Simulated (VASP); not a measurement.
# ZrC (Fm-3m) in VASP: further runs

ZrC is run at these levels: PBEsol; tasks: single point.

Program: VASP 6.6.1. These are calculated values, not measurements. Logs are shortened: lines on timing, memory, paths and dates and some standing lists are left out, and cuts for length are marked.

### 1 The cell of the first run

It takes space group Fm-3m (No. 225, cubic). Conventional cell: a = 4.698 Å, b = 4.698 Å, c = 4.698 Å, α = 90.00°, β = 90.00°, γ = 90.00°. Within 3.1 Å of Zr (site symmetry m-3m) lie 6 C at 2.35 Å. C (site symmetry m-3m) has 6 Zr at 2.35 Å within 3.1 Å.

### 2 Single point, PBEsol (volume scaled by 0.98)

INCAR reads:

```
ALGO = Normal
EDIFF = 1E-6
ENCUT = 520
GGA = PS
ISIF = 2
ISMEAR = -1
LASPH = True
LCHARG = False
LREAL = False
LWAVE = False
NBANDS = 15
NELM = 60
PREC = Accurate
SIGMA = 0.05
```

KPOINTS reads:

```
k-points
0
Gamma
  10 10 10
```

POSCAR reads:

```
ZrC
1.0
    0.0000000000      2.3491270385      2.3491270385
    2.3491270385      0.0000000000      2.3491270385
    2.3491270385      2.3491270385      0.0000000000
Zr C
1 1
Direct
    0.5000000000      0.5000000000      0.5000000000
    0.0000000000      0.0000000000      0.0000000000
```

Potentials or basis: VASP PAW PBE potentials, release 64 (Zr_sv, C).

On the command line:

```
cat potpaw_PBE.64/Zr_sv/POTCAR potpaw_PBE.64/C/POTCAR > POTCAR
mpirun -np 1 vasp_std > vasp.out
```

OUTCAR:

```text
EDIFF = 1E-6
   ENCUT = 520
   GGA = PS
   ISIF = 2
   ISMEAR = -1
   LASPH = True
   LREAL = False
   NELM = 60
   PREC = Accurate

 ion  position               nearest neighbor table
   1  0.500  0.500  0.500-   2 2.35   2 2.35   2 2.35   2 2.35   2 2.35   2 2.35
   2  0.000  0.000  0.000-   1 2.35   1 2.35   1 2.35   1 2.35   1 2.35   1 2.35

  LATTYP: Found a face centered cubic cell.
 ALAT       =     4.6982540770

  Lattice vectors:

 A1 = (   0.0000000000,   2.3491270385,   2.3491270385)
 A2 = (   2.3491270385,   0.0000000000,   2.3491270385)
 A3 = (   2.3491270385,   2.3491270385,   0.0000000000)

Analysis of symmetry for initial positions (statically):
=====================================================================
 Subroutine PRICEL returns:
 Original cell was already a primitive cell.

 Routine SETGRP: Setting up the symmetry group for a
 face centered cubic supercell.

 Subroutine GETGRP returns: Found 48 space group operations
 (whereof 48 operations were pure point group operations)
 out of a pool of 48 trial point group operations.

The static configuration has the point symmetry O_h .

Analysis of symmetry for dynamics (positions and initial velocities):
=====================================================================
 Subroutine PRICEL returns:
 Original cell was already a primitive cell.

 Routine SETGRP: Setting up the symmetry group for a
 face centered cubic supercell.

 Subroutine GETGRP returns: Found 48 space group operations
 (whereof 48 operations were pure point group operations)
 out of a pool of 48 trial point group operations.

The dynamic configuration has the point symmetry O_h .

 Subroutine INISYM returns: Found 48 space group operations
 (whereof 48 operations are pure point group operations),
 and found     1 'primitive' translations

----------------------------------------------------------------------------------------

                                     Primitive cell

  volume of cell :      25.9268

  direct lattice vectors                    reciprocal lattice vectors
     0.000000000  2.349127038  2.349127038    -0.212845024  0.212845024  0.212845024
     2.349127038  0.000000000  2.349127038     0.212845024 -0.212845024  0.212845024
     2.349127038  2.349127038  0.000000000     0.212845024  0.212845024 -0.212845024

  length of vectors
     3.322167318  3.322167318  3.322167318     0.368658395  0.368658395  0.368658395

  position of ions in fractional coordinates (direct lattice)
     0.500000000  0.500000000  0.500000000
     0.000000000  0.000000000  0.000000000

  ion indices of the primitive-cell ions
   primitive index   ion index
                 1           1
                 2           2

----------------------------------------------------------------------------------------

 KPOINTS: k-points

Automatic generation of k-mesh.
 Grid dimensions read from file:
 generate k-points for:   10   10   10

 Generating k-lattice:

  Cartesian coordinates                     Fractional coordinates (reciprocal lattice)
    -0.021284502  0.021284502  0.021284502     0.100000000  0.000000000  0.000000000
     0.021284502 -0.021284502  0.021284502     0.000000000  0.100000000  0.000000000
     0.021284502  0.021284502 -0.021284502     0.000000000  0.000000000  0.100000000

  Length of vectors
     0.036865840  0.036865840  0.036865840

  Shift w.r.t. Gamma in fractional coordinates (k-lattice)
     0.000000000  0.000000000  0.000000000

 Subroutine IBZKPT returns following result:
 ===========================================

 Found     47 irreducible k-points:

 Following reciprocal coordinates:
            Coordinates               Weight
  0.000000  0.000000  0.000000      1.000000
  0.100000  0.000000  0.000000      8.000000
  0.200000  0.000000  0.000000      8.000000
  0.300000  0.000000  0.000000      8.000000
  0.400000  0.000000  0.000000      8.000000
  0.500000  0.000000  0.000000      4.000000
[... 16 lines left out ...]
  0.300000  0.300000  0.000000      6.000000
  0.400000  0.300000  0.000000     24.000000
 [... further k-points ...]
   k-points           NKPTS =     47   k-points in BZ     NKDIM =     47   number of bands    NBANDS=     15
   number of dos      NEDOS =    301   number of ions     NIONS =      2
   total plane-waves  NPLWV =  21952
   dimension x,y,z NGX =    28 NGY =   28 NGZ =   28
   dimension x,y,z NGXF=    56 NGYF=   56 NGZF=   56
   ions per type =               1   1
   NGX,Y,Z   is equivalent  to a cutoff of  14.01, 14.01, 14.01 a.u.
   NGXF,Y,Z  is equivalent  to a cutoff of  28.02, 28.02, 28.02 a.u.
 SYSTEM =  unknown system
   PREC   = accura    normal or accurate (medium, high low for compatibility)
   ISTART =      0    job   : 0-new  1-cont  2-samecut
   ICHARG =      2    charge: 1-file 2-atom 10-const
   ISPIN  =      1    spin polarized calculation?
   LNONCOLLINEAR =      F non collinear calculations
   LSORBIT =      F    spin-orbit coupling
   LASPH  =      T    aspherical Exc in radial PAW
   ENCUT  =  520.0 eV  38.22 Ry    6.18 a.u.   6.18  6.18  6.18*2*pi/ulx,y,z
   NELM   =     60;   NELMIN=  2; NELMDL= -5     # of ELM steps
   EDIFF  = 0.1E-05   stopping-criterion for ELM
   LREAL  =      F    real-space projection
   EDIFFG = 0.1E-04   stopping-criterion for IOM
   NSW    =      0    number of steps for IOM
   IBRION =     -1    ionic relax: 0-MD 1-quasi-New 2-CG
   NFREE  =      0    steps in history (QN), initial steepest desc. (CG)
   ISIF   =      2    stress and relaxation
   ISYM   =      2    0-nonsym 1-usesym 2-fastsym
   POTIM  = 0.5000    time-step for ionic-motion
   TEBEG  =    0.0;   TEEND  =   0.0 temperature during run
   PSTRESS=    0.0 pullay stress
   NELECT =      16.0000    total number of electrons
   NUPDOWN=      -1.0000    fix difference up-down
   EMIN   =  10.00;   EMAX   =-10.00  energy-range for DOS
   EFERMI =   0.00;   METHOD = LEGACY
   ISMEAR =    -1;   SIGMA  =   0.05  broadening in eV -4-tet -1-fermi 0-gaus
   EFERMI_NEDOS =   21; number of points for ismear=-14 and -15
   IALGO  =     38    algorithm
   IMIX   =      4    mixing-type and parameters
     AMIX     =   0.40;   BMIX     =  1.00
     AMIX_MAG =   1.60;   BMIX_MAG =  1.00
  volume/ion in A,a.u.               =      12.96        87.48
  Fermi-wavevector in a.u.,A,eV,Ry     =   1.393793  2.633887 26.431485  1.942659
  Thomas-Fermi vector in A             =   2.517405
   LORBIT       =      0    0 simple, 1 ext, 2 COOP (PROOUT), +10 PAW based schemes
   GGA     = PS    functional components
   LHFCALC =     F    Hartree Fock is set to
   AEXX    =    0.0000 exact exchange contribution
   IVDW    =     0    specifies the selected vdW correction
   LEPSILON=     F    determine dielectric tensor
   LRPA    =     F    only Hartree local field effects (RPA)
 non-spin polarized calculation
  energy-cutoff  :      520.00
  volume of cell :       25.93
 maximum number of plane-waves:       725
 NGX is ok and might be reduce to    28
   NGX = 13   NGY = 13   NGZ = 13

 number of electron      16.0000000 magnetization

 Free energy of the ion-electron system (eV)
  ---------------------------------------------------
  ext. energy  EPLUGINS =         0.00000000
  ---------------------------------------------------
  free energy    TOTEN  =       -20.56690811 eV

  energy without entropy =      -20.56433873  energy(sigma->0) =      -20.56562342

 E-fermi :   9.5185     XC(G=0): -12.2867

 val. band max:        9.4347091583   @ k =   0.1000   0.0000   0.0000
 cond. band min:       9.5795239137   @ k =   0.5000   0.5000   0.0000
 fundamental gap:      0.1448147554
 Fermi energy:         9.5185193511

 k-point     1 :       0.0000    0.0000    0.0000
  band No.  band energies     occupation
      1     -38.4599      2.00000
      2     -16.2000      2.00000
      3     -16.2000      2.00000
      4     -16.2000      2.00000
      5      -1.7778      2.00000
      6      10.4607      0.00000
      7      10.4607      0.00000
      8      10.4607      0.00000
      9      10.5660      0.00000
     10      10.5660      0.00000
     11      10.5660      0.00000
     12      12.3182      0.00000
     13      12.3182      0.00000
     14      16.8171      0.00000
     15      19.8932      0.00000

 k-point     2 :       0.1000    0.0000    0.0000
  band No.  band energies     occupation
      1     -38.4500      2.00000
      2     -16.2897      2.00000
      3     -16.2078      2.00000
      4     -16.2078      2.00000
      5      -1.5493      2.00000
      6       9.1304      1.99915
      7       9.4347      1.68480
      8       9.4347      1.68480
      9      10.9464      0.00000
     10      10.9464      0.00000
     11      11.3998      0.00000
     12      13.4366      0.00000
     13      13.4366      0.00000
     14      17.2881      0.00000
     15      20.5086      0.00000

 k-point     3 :       0.2000    0.0000    0.0000
  band No.  band energies     occupation
      1     -38.4242      2.00000
      2     -16.5176      2.00000
      3     -16.2282      2.00000
      4     -16.2282      2.00000
      5      -0.9213      2.00000
      6       7.5352      2.00000
      7       8.2400      2.00000
      8       8.2400      2.00000
      9      11.6026      0.00000
     10      11.6026      0.00000
     11      11.9671      0.00000
     12      15.3264      0.00000
     13      15.3264      0.00000
     14      18.2474      0.00000
     15      21.9363      0.00000

 k-point     4 :       0.3000    0.0000    0.0000
  band No.  band energies     occupation
      1     -38.3921      2.00000
      2     -16.7864      2.00000
      3     -16.2532      2.00000
      4     -16.2532      2.00000
      5      -0.0412      2.00000
      6       6.0111      2.00000
      7       7.3220      2.00000
      8       7.3220      2.00000
      9      12.5568      0.00000
     10      12.5568      0.00000
     11      12.6664      0.00000
     12      17.2812      0.00000
     13      17.2812      0.00000
     14      18.5357      0.00000
     15      23.0680      0.00000
[... 307 lines left out ...]
 k-point    22 :      -0.2000    0.2000    0.0000
  band No.  band energies     occupation
      1     -38.3810      2.00000
      2     -16.7369      2.00000
      3     -16.4243      2.00000
      4     -16.2431      2.00000
      5       0.0599      2.00000
      6       5.8787      2.00000
      7       7.1124      2.00000
      8       7.5788      2.00000
      9      11.9559      0.00000
     10      13.1804      0.00000
     11      13.9069      0.00000
     12      15.0085      0.00000
     13      18.7697      0.00000
     14      18.9933      0.00000
     15      23.1357      0.00000

 k-point    23 :       0.3000    0.3000    0.0000
  band No.  band energies     occupation
      1     -38.3697      2.00000
      2     -16.7191      2.00000
      3     -16.3908      2.00000
      4     -16.3908      2.00000
      5      -0.3832      2.00000
      6       6.1396      2.00000
      7       8.4526      2.00000
      8       9.1848      1.99748
      9       9.1848      1.99748
     10      13.3276      0.00000
     11      14.7207      0.00000
     12      14.7207      0.00000
     13      16.6482      0.00000
     14      21.2999      0.00000
     15      24.1873      0.00000

 k-point    24 :       0.4000    0.3000    0.0000
  band No.  band energies     occupation
      1     -38.3490      2.00000
      2     -16.8245      2.00000
      3     -16.4476      2.00000
      4     -16.4208      2.00000
      5      -0.2602      2.00000
      6       6.3127      2.00000
      7       7.7711      2.00000
      8       8.8807      1.99999
      9       9.6964      0.05539
     10      14.0751      0.00000
     11      15.0339      0.00000
     12      15.1518      0.00000
     13      17.3336      0.00000
     14      21.1769      0.00000
     15      22.4557      0.00000

 [... further k-points ...]
[... 5 lines left out ...]
  --------------------------------------------------------------------------------------
  -------------------------------------------------------------------------------------
  Total       -0.6317232     -0.6317232     -0.6317232     -0.0000000      0.0000000      0.0000000
  in kB      -39.0380293    -39.0380293    -39.0380293     -0.0000000      0.0000000      0.0000000
  external PRESSURE =     -39.0380293 kB  Pullay stress =       0.0000000 kB

 VOLUME and BASIS-vectors are now :
 -----------------------------------------------------------------------------
  energy-cutoff  :      520.00
  volume of cell :       25.93
      direct lattice vectors                 reciprocal lattice vectors
     0.000000000  2.349127038  2.349127038    -0.212845024  0.212845024  0.212845024
     2.349127038  0.000000000  2.349127038     0.212845024 -0.212845024  0.212845024
     2.349127038  2.349127038  0.000000000     0.212845024  0.212845024 -0.212845024

 POSITION                                       TOTAL-FORCE (eV/Angst)
 -----------------------------------------------------------------------------------
      2.34913      2.34913      2.34913         0.000000      0.000000      0.000000
      0.00000      0.00000      0.00000        -0.000000     -0.000000     -0.000000
 -----------------------------------------------------------------------------------
    total drift:                                0.000000      0.000000      0.000000

  FREE ENERGIE OF THE ION-ELECTRON SYSTEM (eV)
  ---------------------------------------------------
  free  energy   TOTEN  =       -20.5669081053 eV

  energy  without entropy=      -20.5643387301  energy(sigma->0) =      -20.56562342
```

Run time: 10 s. Hardware: 1 thread of Intel Xeon 6975P-C, shared host; peak memory 0.17 GiB.

Results:

```
Free energy            : -20.5669 eV
Pressure               : -3.9 GPa
Band gap on the k mesh : zero (band 8 reaches 10.46 eV, above the bottom of band 9 at 9.18 eV)
```

Levels at points of the mesh, in eV from the Fermi level:
| k point | band 6 | band 7 | band 8 | band 9 | band 10 | band 11 |
| --- | --- | --- | --- | --- | --- | --- |
| (0.00, 0.00, 0.00) | 0.94 | 0.94 | 0.94 | 1.05 | 1.05 | 1.05 |
| (0.50, 0.00, 0.00) | -5.35 | -2.96 | -2.96 | 4.50 | 4.50 | 5.33 |
| (0.50, 0.50, 0.00) | -2.07 | -1.83 | 0.06 | 0.06 | 4.46 | 5.68 |

Caveat: the PAW data sets were made with another functional, which shifts forces and pressure a little.

[end of part 1 of 2]
